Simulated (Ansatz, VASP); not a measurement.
Given: the input of a run of Ansatz 0.2.0 on CoPdO2.

The input input.yaml:

```yaml
crystal:
  lattice:
    - [1.4316899074, 0.8265865534, 5.9577715763]
    - [-1.4316899074, 0.8265865534, 5.9577715763]
    - [0.0, -1.6531731068, 5.9577715763]
  atoms:
    - { symbol: Pd, position: [0.0, 0.0, 0.0] }
    - { symbol: Co, position: [0.5, 0.5, 0.5] }
    - { symbol: O, position: [0.112476, 0.112476, 0.112476] }
    - { symbol: O, position: [0.887524, 0.887524, 0.887524] }
hamiltonian:
  xc: pbe
  pseudopotentials: { kind: paw }
kpoints:
  mp_grid: { grid: [11, 11, 11] }
scf:
  occupations: { method: fermi_dirac, width: 0.05 }
output:
  forces: true
  stress: true
  eigenvalues: true
```

Potentials or basis: Ansatz PAW.

Run with:

```bash
$ ansatz run input.yaml --threads 2 --pin off --max-ram 5632MiB --backend cpu --events-out ev --progress --plain --runs-dir out
```

Translate it to VASP 6.6.1. Potentials there: VASP PAW PBE potentials, release 64 (Pd, Co, O).

As run (the cutoff follows the program's own potentials):

INCAR

```
SYSTEM = CoPdO2
ALGO = Normal
EDIFF = 1E-6
ENCUT = 520
GGA = PE
ISIF = 2
ISMEAR = -1
LASPH = .TRUE.
LCHARG = .TRUE.
LELF = .TRUE.
LREAL = .FALSE.
LVHAR = .TRUE.
LWAVE = .FALSE.
NBANDS = 24
NELM = 100
PREC = Accurate
SIGMA = 0.05
```

Contents of KPOINTS:

```
k-points
0
G
  11 11 11
  0 0 0
```

The input POSCAR:

```
CoPdO2
1.0
    1.4316899074      0.8265865534      5.9577715763
   -1.4316899074      0.8265865534      5.9577715763
    0.0000000000     -1.6531731068      5.9577715763
Pd Co O
1 1 2
Direct
    0.0000000000      0.0000000000      0.0000000000
    0.5000000000      0.5000000000      0.5000000000
    0.1124760000      0.1124760000      0.1124760000
    0.8875240000      0.8875240000      0.8875240000
```

Potentials or basis: VASP PAW PBE potentials, release 64 (Pd, Co, O).

Launch:

```console
$ cat potpaw_PBE.64/Pd/POTCAR potpaw_PBE.64/Co/POTCAR potpaw_PBE.64/O/POTCAR > POTCAR
$ mpirun -np 1 vasp_std > vasp.out
```

Both were run:

|  | VASP | Ansatz | Ansatz less VASP |
| --- | --- | --- | --- |
| gap on the k mesh at the Fermi level (eV) | none | none | - |
| pressure (GPa) | -1.1 | -1.0 | +0.07 |
| traceless stress, the component that is largest in VASP (GPa) | -0.29 | -0.18 | +0.104 |
| rms of the force components (eV/Å) | 0.039 | 0.060 | +0.0214 |

Atom by atom the forces differ by 0.021 eV/Å (rms over components). A gap of «none» marks a metal or a gap that the smearing closes. VASP's potentials hold 31 valence electrons a cell and Ansatz's 47, so a difference there can come from the potentials and not from the codes.
